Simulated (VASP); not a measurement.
Set up this calculation in VASP 6.6.1, as the native input.

* Task: single point
* Functional: LDA
* Potentials or basis: VASP PAW LDA potentials, release 64 (Ge_d)
* Cutoff: 520 eV
* k mesh: 20 × 20 × 20
* Occupations: fermi-dirac, width 0.1 eV
* Spin: no spin polarisation
* Dipole correction: no
* Further INCAR settings: ALGO = Normal; EDIFF = 1e-06; NBANDS = 21

The structure of Ge lies in POSCAR:

```
Ge
1.0
   -1.9334903612      1.9334903612      1.0480790610
    1.9334903612     -1.9334903612      1.0480790610
    1.9334903612      1.9334903612     -1.0480790610
Ge
2
Direct
   -0.3750000000     -0.1250000000     -0.2500000000
    0.3750000000      0.1250000000      0.2500000000
```

One way to write it, as run:

INCAR

```
  PREC = Accurate
  ENCUT = 520
  EDIFF = 1E-6
  ISMEAR = -1
  SIGMA = 0.1
  LREAL = F
  LASPH = T
  NELM = 80
  ALGO = Normal
  ISIF = 2
  LWAVE = F
  LCHARG = F
  NBANDS = 21
```

KPOINTS

```
regular mesh
0
Gamma
  20 20 20
```

Potentials or basis: VASP PAW LDA potentials, release 64 (Ge_d).

Run with:

```console
$ cat potpaw_LDA.64/Ge_d/POTCAR > POTCAR
$ mpirun -np 1 vasp_std > vasp.out
```

Results of the run:

```json
{
  "Pressure": "471.6 GPa",
  "Band gap on the k mesh": "zero (bands 14 and 15 overlap by 12.35 eV)"
}
```

Caveat: the cell stands under pressure.

It took 95 s on 1 thread of Intel(R) Xeon(R) 6975P-C (Granite Rapids), with other jobs on the host, peak memory 0.27 GiB.
